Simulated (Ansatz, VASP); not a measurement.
**Two plane-wave programs on CdTe**

Contents of POSCAR:

```
CdTe
1.0
    0.0000000000      3.2781244351      3.2781244351
    3.2781244351      0.0000000000      3.2781244351
    3.2781244351      3.2781244351      0.0000000000
Cd Te
1 1
Direct
    0.0000000000      0.0000000000      0.0000000000
    0.7500000000      0.7500000000      0.7500000000
```

The input INCAR.step1:

```
SYSTEM = CdTe
PREC = Accurate
ENCUT = 400
EDIFF = 1E-5
ISMEAR = -1
SIGMA = 0.01
LREAL = .FALSE.
LASPH = .TRUE.
NELM = 120
ALGO = Normal
ISIF = 2
LWAVE = .TRUE.
LCHARG = .FALSE.
GGA = PE
NBANDS = 16
GGA_COMPAT = .FALSE.
```

Contents of INCAR.step2:

```
SYSTEM = CdTe
PREC = Accurate
ENCUT = 400
EDIFF = 1E-6
ISMEAR = -1
SIGMA = 0.01
LREAL = .FALSE.
LASPH = .TRUE.
NELM = 120
ALGO = Normal
ISIF = 2
LWAVE = .FALSE.
LCHARG = .FALSE.
GGA = PE
LHFCALC = .TRUE.
HFSCREEN = 0.2079
PRECFOCK = Normal
ISTART = 1
NBANDS = 16
GGA_COMPAT = .FALSE.
```

Contents of KPOINTS:

```
regular mesh
0
G
  6 6 6
  0 0 0
```

Input for Ansatz:

```yaml
crystal:
  lattice:
    - [0.0, 3.2781244351, 3.2781244351]
    - [3.2781244351, 0.0, 3.2781244351]
    - [3.2781244351, 3.2781244351, 0.0]
  atoms:
    - { symbol: Cd, position: [0.0, 0.0, 0.0] }
    - { symbol: Te, position: [0.75, 0.75, 0.75] }
basis:
  ecutwfc: 420.0
  ecutrho_ratio: 4
  xc_grid: 2
  precision: f64
hamiltonian:
  xc: hse06
  pseudopotentials: { kind: paw, azcp: { folder: soft_1 } }
scf:
  max_iter: 60
  occupations: { method: fermi_dirac, width: 0.01 }
kpoints:
  mp_grid: { grid: [6, 6, 6] }
checkpoint:
  write: "../edges1.hse06.run"
  compress: false
  write_wavefunctions: true
  write_every: 100000
```

Alike in both runs: task single point; functional HSE06; k mesh 6 × 6 × 6; occupations fermi-dirac, width 0.01 eV; no spin polarisation.

```csv
,VASP,Ansatz
version,VASP 6.6.1,Ansatz 0.2.0
potentials or method,"VASP PAW PBE potentials, release 64 (Cd, Te), cutoff 400 eV",plane-wave PAW DFT
valence electrons in the cell,18,36
```

Ansatz gave:

| Quantity | Value |
| --- | --- |
| gap on the k mesh at the Fermi level (eV) | 1.51 |

Estimate VASP's values.

gap on the k mesh at the Fermi level (eV): 1.43.

VASP's potentials hold 18 valence electrons a cell and Ansatz's 36, so a difference there can come from the potentials and not from the codes.

Spin-orbit coupling is off throughout.
